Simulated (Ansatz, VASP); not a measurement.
HfO2: VASP beside Ansatz

```
Hf O
1.0
     3.55802    0.00000    0.00000
     0.00000    3.55802    0.00000
     0.00000    0.00000    5.17186
Hf O
2 4
Direct
  0.00000 0.00000 0.00000
  0.50000 0.50000 0.50000
  0.00000 0.50000 0.19721
  0.50000 0.00000 0.30279
  0.50000 0.00000 0.80279
  0.00000 0.50000 0.69721
```

Alike in both runs: task relaxation of cell and atoms; functional revPBE; dispersion D3(BJ); k mesh 8 × 8 × 5; occupations fermi-dirac, width 0.05 eV; no spin polarisation.

```csv
,VASP,Ansatz
version,VASP 6.6.1,Ansatz 0.2.0
potentials or method,"VASP PAW PBE potentials, release 64 (Hf_pv, O)",Ansatz PAW
plane-wave cutoff (eV),600,420
valence electrons in the cell,44,76
```

Ansatz gave:

```
relaxed volume (Å³/atom)                                        : 11.20
relaxed length of the cell vector where the two differ most in proportion (Å) : 5.216
```

**Question.** Estimate VASP's values.

**Answer.** Relaxed volume (Å³/atom): 11.01; relaxed length of the cell vector where the two differ most in proportion (Å): 5.175.

VASP's potentials were made for PBE, not for revPBE. VASP's potentials hold 44 valence electrons a cell and Ansatz's 76, so a difference there can come from the potentials and not from the codes.

Spin-orbit coupling is off throughout. Noted on Ansatz's run: odd divisions of the mesh miss points on the zone boundary, where band edges often lie, so the gap on the mesh can be too wide; the plane-wave basis is chosen anew once the cell has moved, so the energies of steps on either side of that aren't comparable.
